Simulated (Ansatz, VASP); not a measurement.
## KTi: VASP beside Ansatz

```
K Ti
1.0
     3.74557    0.00000    0.00000
     0.00000    3.74557    0.00000
     0.00000    0.00000    3.74557
K Ti
1 1
Direct
  0.00000 0.00000 0.00000
  0.50000 0.50000 0.50000
```

Alike in both runs: task relaxation of cell and atoms; functional PBE; k mesh 4 × 4 × 4; occupations gaussian, width 0.1 eV; no spin polarisation.

```csv
,VASP,Ansatz
version,VASP 6.6.1,Ansatz 0.2.0
potentials or method,"VASP PAW PBE potentials, release 64 (K_sv, Ti_sv), cutoff 600 eV","scalar-relativistic, plane waves, PAW"
valence electrons in the cell,21,21
```

|  | VASP | Ansatz | Ansatz less VASP |
| --- | --- | --- | --- |
| gap on the k mesh at the Fermi level, each at its own relaxed structure (eV) | none | none | - |
| relaxed volume (Å³/atom) | 32.57 | 31.80 | -0.770 |
| relaxed cell length with the largest relative difference (Å) | 4.024 | 3.992 | -0.0320 |

A gap of «none» marks a metal or a gap that the smearing closes.

The k mesh is coarse, so the values compare programs but aren't converged. Noted on VASP's run: the volume moved by over 15 % at a fixed basis, so the end points are rough.
